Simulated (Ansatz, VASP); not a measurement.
Two plane-wave programs on SiO2

File INCAR:

```
PREC = Accurate
ENCUT = 520
EDIFF = 1E-6
ISMEAR = 0
SIGMA = 0.01
LREAL = False
LASPH = True
NELM = 100
ALGO = Normal
ISIF = 2
LWAVE = False
LCHARG = False
GGA = PS
NBANDS = 25
```

KPOINTS

```
Automatic mesh
0
Gamma
  2 2 2
```

POSCAR

```
SiO2
1.0
    5.0288930000      0.0000000000      0.0000000000
    0.5459076097      4.9991749006      0.0000000000
   -2.7874003999     -2.4995875355      3.3574135832
Si O
2 4
Direct
    0.0000000000      0.0000000000      0.0000000000
    0.7500000000      0.2500000000      0.5000000000
    0.9983800000      0.6250000000      0.8733800000
    0.3750000000      0.2483800000      0.3733800000
    0.7516200000      0.1250000000      0.1266200000
    0.8750000000      0.0016200000      0.6266200000
```

Input for Ansatz:

```yaml
crystal:
  lattice:
    - [5.028893, 0.0, 0.0]
    - [0.5459076097447803, 4.999174900628277, 0.0]
    - [-2.787400399896906, -2.4995875355269037, 3.357413583153274]
  atoms:
    - { symbol: Si, position: [0.0, 0.0, 0.0] }
    - { symbol: Si, position: [0.75, 0.25, 0.5] }
    - { symbol: O, position: [0.99838, 0.625, 0.87338] }
    - { symbol: O, position: [0.37499999999999994, 0.24838, 0.37338] }
    - { symbol: O, position: [0.7516200000000001, 0.12499999999999999, 0.12662] }
    - { symbol: O, position: [0.875, 0.001619999999999979, 0.62662] }
kpoints:
  mp_grid:
    grid: [2, 2, 2]
hamiltonian:
  xc: pbesol
scf:
  occupations:
    method: fixed
output:
  stress: true
```

Alike in both runs: task single point; functional PBEsol; k mesh 2 × 2 × 2; no spin polarisation.

|  | VASP | Ansatz |
| --- | --- | --- |
| version | VASP 6.6.1 | Ansatz 0.2.0 |
| potentials or method | VASP PAW PBE potentials, release 64 (Si, O) | plane waves, PAW |
| plane-wave cutoff (eV) | 520 | 420 |
| occupations | gaussian, width 0.01 eV | fixed |
| valence electrons in the cell | 32 | 32 |

|  | VASP | Ansatz | Ansatz less VASP |
| --- | --- | --- | --- |
| pressure (GPa) | 1.6 | 1.1 | -0.56 |
| traceless stress, the component that is largest in VASP (GPa) | -1.00 | -1.05 | -0.047 |

VASP's potentials were made for PBE, not for PBEsol.

The k mesh is coarse, so the values compare programs but aren't converged.
